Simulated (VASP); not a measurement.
Set up this calculation in VASP 6.6.1, as the native input.

```yaml
Task: single point
Functional: PBE
Potentials_or_basis: VASP PAW PBE potentials, release 64 (Ta_pv, S, Br)
Cutoff: 520 eV
k_mesh: 4 × 4 × 4
Occupations: gaussian, width 0.1 eV
Spin: no spin polarisation
Dipole_correction: no
Further_INCAR_settings: ALGO = Normal; EDIFF = 1e-07; NBANDS = 19
```

The structure of TaSBr lies in POSCAR:

```
TaSBr
1.0
    3.4845968233      0.0000000000      0.0000000000
    0.0000000000      3.4845968233      0.0000000000
    0.0000000000      0.0000000000      5.2401502647
Ta S Br
1 1 1
Direct
    0.5000000000      0.5000000000      0.9137048610
    0.0000000000      0.0000000000     -0.0853876720
    0.5000000000      0.5000000000      0.4139783110
```

These files were run (other wordings do the same):

INCAR

```
SYSTEM = TaSBr
ALGO = Normal ; EDIFF = 1E-7
ENCUT = 520 ; GGA = PE
ISIF = 2 ; ISMEAR = 0
LASPH = .True. ; LCHARG = .False.
LREAL = .False. ; LWAVE = .False.
NBANDS = 19 ; NELM = 100
PREC = Accurate ; SIGMA = 0.1
```

KPOINTS

```
k-points
0
Gamma
  4 4 4
  0 0 0
```

Potentials or basis: VASP PAW PBE potentials, release 64 (Ta_pv, S, Br).

Run with:

```bash
$ cat potpaw_PBE.64/Ta_pv/POTCAR potpaw_PBE.64/S/POTCAR potpaw_PBE.64/Br/POTCAR > POTCAR
$ mpirun -np 1 vasp_std > vasp.out
```

Results of the run:

| Quantity | Value |
| --- | --- |
| Pressure | -0.3 GPa |
| Largest force | 0.007 eV/Å |
| Band gap on the k mesh | zero (band 12 reaches 6.72 eV, above the bottom of band 13 at 3.45 eV) |

Caveat: the k points lie up to 0.45 Å⁻¹ apart; spin-orbit coupling is left out, which moves the levels of the heavy elements.

Wall time 25 s on 1 thread of Intel(R) Xeon(R) Platinum 8259CL CPU @ 2.50GHz (Skylake/Cascade Lake), with other jobs on the host, peak memory 0.19 GiB.
